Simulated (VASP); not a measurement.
Write the native input for VASP 6.6.1 that does the following.

* Task: single point
* Functional: PBE
* Potentials or basis: VASP PAW PBE potentials, release 64 (Hf_pv, Ru_pv)
* Cutoff: 520 eV
* k mesh: 4 × 4 × 4
* Occupations: gaussian, width 0.1 eV
* Spin: no spin polarisation
* Dipole correction: no
* Further INCAR settings: ALGO = Fast; EDIFF = 1e-07; NBANDS = 30

The structure of Hf3Ru lies in POSCAR:

```
Hf3Ru
1.0
    4.2987212889      0.0000000000      0.0000000000
    0.0000000000      4.2987212889      0.0000000000
    0.0000000000      0.0000000000      4.2987212889
Hf Ru
3 1
Direct
    0.0000000000      0.5000000000      0.5000000000
    0.5000000000      0.0000000000      0.5000000000
    0.5000000000      0.5000000000      0.0000000000
    0.0000000000      0.0000000000      0.0000000000
```

One way to write it, as run:

INCAR

```
SYSTEM = Hf3Ru
  PREC = Accurate
  ENCUT = 520
  EDIFF = 1E-7
  ISMEAR = 0
  SIGMA = 0.1
  LREAL = .False.
  LASPH = .True.
  NELM = 100
  ALGO = Fast
  ISIF = 2
  LWAVE = .False.
  LCHARG = .False.
  GGA = PE
  NBANDS = 30
```

KPOINTS

```
Automatic mesh
0
Gamma
  4 4 4
  0 0 0
```

Potentials or basis: VASP PAW PBE potentials, release 64 (Hf_pv, Ru_pv).

Launch:

```bash
$ cat potpaw_PBE.64/Hf_pv/POTCAR potpaw_PBE.64/Ru_pv/POTCAR > POTCAR
$ mpirun -np 1 vasp_std > vasp.out
```

Results of the run:

```yaml
Pressure: -0.9 GPa
Band_gap_on_the_k_mesh: zero (bands 22 and 23 overlap by 1.38 eV)
```

Caveat: the k points lie up to 0.37 Å⁻¹ apart, too coarse for converged energies and pressures of a metal; spin-orbit coupling is left out, which moves the levels of the heavy elements.

It took 45 s on 1 thread of Oxide Virtual Turin-like Processor, on a shared host, peak memory 0.14 GiB.
